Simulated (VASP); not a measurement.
Te, 2 atoms in the cell. Symmetry: P6_3/mmc, No. 194, hexagonal system. The conventional cell has a = 3.138 Å, b = 3.138 Å, c = 4.704 Å, α = 90.00°, β = 90.00°, γ = 120.00°. Within 3.9 Å of Te (site symmetry -6m2) lie 12 Te at 2.97 to 3.14 Å.  This cell differs from its parent crystal: volume scaled by 0.68.

```yaml
Program: VASP 6.6.1
Task: single point
Functional: PBEsol
Potentials_or_basis: VASP PAW PBE potentials, release 64 (Te)
Cutoff: 520 eV
k_mesh: 14 × 14 × 8
Occupations: fermi-dirac, width 0.08 eV
Spin: no spin polarisation
Dipole_correction: no
Further_INCAR_settings: ALGO = Normal; EDIFF = 1e-06; NBANDS = 13
```

Potentials or basis: VASP PAW PBE potentials, release 64 (Te).

Command:

```console
$ cat potpaw_PBE.64/Te/POTCAR > POTCAR
$ mpirun -np 1 vasp_std > vasp.out
```

Hardware: 1 thread of Intel(R) Xeon(R) 6975P-C (Granite Rapids), with other jobs on the host.

Problem. Estimate the wall time of this run.

Solution. Wall time 12 s on 1 thread of Intel(R) Xeon(R) 6975P-C (Granite Rapids), on a shared host, peak memory 0.18 GiB. Counts: scf iterations 9, k points 120.
